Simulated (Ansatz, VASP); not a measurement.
One calculation of Ti, two programs

```xyz
2
Lattice="2.9385 0.0000 0.0000 -1.4692 2.5448 0.0000 0.0000 0.0000 4.6506" Properties=species:S:1:pos:R:3 pbc="T T T"
Ti    0.0000    1.6965    1.1627
Ti    1.4692    0.8483    3.4880
```

Alike in both runs: functional PBE; k mesh 18 × 18 × 10; occupations gaussian, width 0.1 eV; no spin polarisation.

Ansatz relaxed the structure, and its values are those at the end. VASP's run is a single point on that final structure, the one shown.

|  | VASP | Ansatz |
| --- | --- | --- |
| version | VASP 6.6.1 | Ansatz 0.2.0 |
| potentials or method | VASP PAW PBE potentials, release 64 (Ti_sv), cutoff 520 eV | scalar-relativistic, plane waves, PAW |
| valence electrons in the cell | 24 | 24 |

```csv
,VASP,Ansatz,Ansatz less VASP
gap on the k mesh at the Fermi level (eV),none,none,-
pressure (GPa),-0.7,0.0,+0.69
```

A gap of «none» marks a metal or a gap that the smearing closes.
